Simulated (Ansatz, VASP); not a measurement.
# One calculation of B5P, two programs

```
CELL_PARAMETERS angstrom
-4.27935 0.00000 0.00000
0.00000 0.00000 -4.41582
0.00000 -8.55870 0.00000
ATOMIC_POSITIONS crystal
B 0.50000 0.79073 0.75000
B 0.50000 0.79073 0.25000
B 0.50000 0.54500 0.90272
B 0.50000 0.54500 0.40272
B 0.80544 0.54500 0.75000
B 0.80544 0.54500 0.25000
B 0.50000 0.54500 0.59728
B 0.50000 0.54500 0.09728
B 0.19456 0.54500 0.75000
B 0.19456 0.54500 0.25000
P 0.50000 0.21927 0.75000
P 0.50000 0.21927 0.25000
```

Alike in both runs: task single point; functional PBE; k mesh 4 × 4 × 2; occupations gaussian, width 0.1 eV; no spin polarisation.

```csv
,VASP,Ansatz
version,VASP 6.6.1,Ansatz 0.2.0
potentials or method,"VASP PAW PBE potentials, release 64 (B, P), cutoff 500 eV","scalar-relativistic, plane waves, PAW"
valence electrons in the cell,40,40
```

```csv
,VASP,Ansatz,Ansatz less VASP
gap on the k mesh at the Fermi level (eV),0.87,0.88,+0.007
least direct gap on the mesh (eV),0.97,0.98,+0.007
pressure (GPa),0.0,0.0,+0.08
"traceless stress, the component that is largest in VASP (GPa)",-0.13,-0.01,+0.122
rms of the force components (eV/Å),0.024,0.023,-0.0013
```

Atom by atom the forces differ by 0.014 eV/Å (rms over components). With one functional, cell and mesh, what is left measures potentials, basis and numerics.
